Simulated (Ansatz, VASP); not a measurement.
**Al2Cu: VASP beside Ansatz**

```
Al Cu
1.0
    -3.02615    3.02615    2.39245
     3.02615   -3.02615    2.39245
     3.02615    3.02615   -2.39245
Al Cu
4 2
Direct
  0.15872 0.65872 0.81744
  0.65872 0.84128 0.50000
  0.84128 0.34128 0.18256
  0.34128 0.15872 0.50000
  0.75000 0.75000 0.00000
  0.25000 0.25000 0.00000
```

Alike in both runs: task single point; functional PBE; k mesh 10 × 10 × 10; occupations gaussian, width 0.15 eV; no spin polarisation.

|  | VASP | Ansatz |
| --- | --- | --- |
| version | VASP 6.6.1 | Ansatz 0.2.0 |
| potentials or method | VASP PAW PBE potentials, release 64 (Al, Cu), cutoff 520 eV | scalar-relativistic, plane waves, PAW |
| valence electrons in the cell | 34 | 50 |

VASP gave:

```
gap on the k mesh at the Fermi level (eV)                     : none
pressure (GPa)                                                : 2.3
traceless stress, the component that is largest in VASP (GPa) : 1.89
rms of the force components (eV/Å)                            : 0.036
```

**Question.** Which values does Ansatz return?

**Answer.** gap on the k mesh at the Fermi level (eV): none; pressure (GPa): 2.2; traceless stress, the component that is largest in VASP (GPa): 1.88; rms of the force components (eV/Å): 0.034.

Atom by atom the forces differ by 0.001 eV/Å (rms over components). A gap of «none» marks a metal or a gap that the smearing closes. VASP's potentials hold 34 valence electrons a cell and Ansatz's 50, so a difference there can come from the potentials and not from the codes.
